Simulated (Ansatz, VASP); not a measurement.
**Two plane-wave programs on MoS2**

The input INCAR:

```
SYSTEM = MoS2
PREC     = Accurate       ! precision mode
ENCUT    = 520            ! plane-wave cutoff, eV
EDIFF    = 1E-7           ! SCF threshold, eV
ISMEAR   = 0              ! smearing method
SIGMA    = 0.05           ! smearing width, eV
LREAL    = .FALSE.        ! projectors in reciprocal space
LASPH    = .TRUE.         ! aspherical terms in the spheres
NELM     = 100            ! most SCF steps
ALGO     = Normal         ! electronic algorithm
ISIF     = 2              ! what is computed and relaxed
LWAVE    = .FALSE.        ! write WAVECAR
LCHARG   = .FALSE.        ! write CHGCAR
GGA      = PE             ! functional
IVDW     = 12             ! dispersion correction
NBANDS   = 35             ! bands
```

KPOINTS

```
Automatic mesh
0
G
  12 12 4
  0 0 0
```

Contents of POSCAR:

```
MoS2
1.0
    3.1493511256      0.0000000000      0.0000000000
   -1.5746755628      2.7274180802      0.0000000000
    0.0000000000      0.0000000000     12.0907538840
Mo S
2 4
Direct
    0.3333333333      0.6666666667      0.2607234162
    0.6666666667      0.3333333333      0.7392765838
    0.3333333333      0.6666666667      0.6370321345
    0.6666666667      0.3333333333      0.1039490031
    0.3333333333      0.6666666667      0.8960509969
    0.6666666667      0.3333333333      0.3629678655
```

Input for Ansatz:

```yaml
crystal:
  lattice:
    - [3.1493511256, 0.0, 0.0]
    - [-1.5746755628, 2.7274180802, 0.0]
    - [0.0, 0.0, 12.090753884]
  atoms:
    - { symbol: Mo, position: [0.3333333333, 0.6666666667, 0.2607234162] }
    - { symbol: Mo, position: [0.6666666667, 0.3333333333, 0.7392765838] }
    - { symbol: S, position: [0.3333333333, 0.6666666667, 0.6370321345] }
    - { symbol: S, position: [0.6666666667, 0.3333333333, 0.1039490031] }
    - { symbol: S, position: [0.3333333333, 0.6666666667, 0.8960509969] }
    - { symbol: S, position: [0.6666666667, 0.3333333333, 0.3629678655] }
basis:
  ecutwfc: 420
kpoints:
  mp_grid: { grid: [12, 12, 4] }
hamiltonian:
  xc: pbe
  dispersion: d3bj
scf:
  occupations: { method: gaussian, width: 0.05 }
output:
  forces: true
  stress: true
  eigenvalues: true
```

Change from the starting cell: mode 18 (469.1 1/cm) frozen in, largest displacement -0.200 Å.

Alike in both runs: task single point; functional PBE; dispersion D3(BJ); k mesh 12 × 12 × 4; occupations gaussian, width 0.05 eV; no spin polarisation.

```csv
,VASP,Ansatz
version,VASP 6.6.1,Ansatz 0.2.0
potentials or method,"VASP PAW PBE potentials, release 64 (Mo_sv, S), cutoff 520 eV","scalar-relativistic, plane waves, PAW"
valence electrons in the cell,52,52
```

|  | VASP | Ansatz | Ansatz less VASP |
| --- | --- | --- | --- |
| gap on the k mesh at the Fermi level (eV) | none | none | - |
| pressure (GPa) | 9.7 | 9.9 | +0.18 |
| traceless stress, the component that is largest in VASP (GPa) | -3.50 | -3.51 | -0.008 |
| rms of the force components (eV/Å) | 3.664 | 3.663 | -0.0011 |

Atom by atom the forces differ by 0.008 eV/Å (rms over components). A gap of «none» marks a metal or a gap that the smearing closes.
